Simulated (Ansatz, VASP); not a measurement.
## Two plane-wave programs on Ge

File INCAR:

```
SYSTEM = Ge
PREC = Accurate
ENCUT = 500
EDIFF = 1E-6
ISMEAR = 0
SIGMA = 0.1
LREAL = .False.
LASPH = .True.
NELM = 120
ALGO = Normal
ISIF = 2
LWAVE = .False.
LCHARG = .False.
GGA = PS
NBANDS = 13
GGA_COMPAT = .False.
```

File KPOINTS:

```
Automatic mesh
0
Gamma
  8 8 8
  0 0 0
```

File POSCAR:

```
Ge
1.0
    0.0000000000      2.1633737410      2.1633737410
    2.1633737410      0.0000000000      2.1633737410
    2.1633737410      2.1633737410      0.0000000000
Ge
1
Direct
    0.0000000000      0.0000000000      0.0000000000
```

Input for Ansatz:

```yaml
crystal:
  lattice:
    - [0.0, 2.163373741, 2.163373741]
    - [2.163373741, 0.0, 2.163373741]
    - [2.163373741, 2.163373741, 0.0]
  atoms:
    - { symbol: Ge, position: [0.0, 0.0, 0.0] }
basis:
  ecutwfc: 420
kpoints:
  mp_grid: { grid: [8, 8, 8] }
hamiltonian:
  xc: pbesol
scf:
  occupations: { method: gaussian, width: 0.1 }
output:
  forces: true
  stress: true
  eigenvalues: true
```

Alike in both runs: task single point; functional PBEsol; k mesh 8 × 8 × 8; occupations gaussian, width 0.1 eV; no spin polarisation.

```csv
,VASP,Ansatz
version,VASP 6.6.1,Ansatz 0.2.0
potentials or method,"VASP PAW PBE potentials, release 64 (Ge_d), cutoff 500 eV","scalar-relativistic, plane waves, PAW"
valence electrons in the cell,14,14
```

```csv
,VASP,Ansatz,Ansatz less VASP
gap on the k mesh at the Fermi level (eV),none,none,-
pressure (GPa),-5.4,-5.2,+0.14
```

VASP's potentials were made for PBE, not for PBEsol. A gap of «none» marks a metal or a gap that the smearing closes.
